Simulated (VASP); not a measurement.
Crystal: ZnS.

```xyz
12
Lattice="3.7342 0.0000 0.0000 -1.8671 3.2339 0.0000 0.0000 0.0000 18.3085" Properties=species:S:1:pos:R:3 pbc="T T T"
Zn    0.0000    2.1559   15.2570
Zn    1.8671    1.0780    6.1028
Zn    1.8671    1.0780   12.2057
Zn    0.0000    2.1559    3.0515
Zn    0.0000    0.0000    9.1542
Zn    0.0000    0.0000    0.0000
S     0.0000    2.1559   17.5455
S     1.8671    1.0780    8.3913
S     1.8671    1.0780   14.4943
S     0.0000    2.1559    5.3400
S     0.0000    0.0000   11.4428
S     0.0000    0.0000    2.2886
```

Base run:

| Quantity | Value |
| --- | --- |
| Program | VASP 6.6.1 |
| Functional | r2SCAN |
| Dispersion | rVV10 |
| Potentials or basis | VASP PAW PBE potentials, release 64 (Zn, S) |
| Cutoff | 520 eV |
| k mesh | 8 × 8 × 2 |
| Occupations | fermi-dirac, width 0.05 eV |
| Spin | no spin polarisation |

Its results: band gap on the k mesh 2.98 eV; pressure 4.5 GPa; largest force 0.054 eV/Å.

Q: The run is repeated on the same cell with these changes: functional from r2SCAN to BLYP; dispersion from rVV10 to D3(BJ). What comes out?

A: Band gap on the k mesh 2.48 eV; pressure 5.2 GPa; largest force 0.060 eV/Å.

Several settings changed at once.

Caveats: the cell stands under pressure; the PAW data sets were made with another functional, which shifts forces and pressure a little.

A k mesh can miss the band edges.
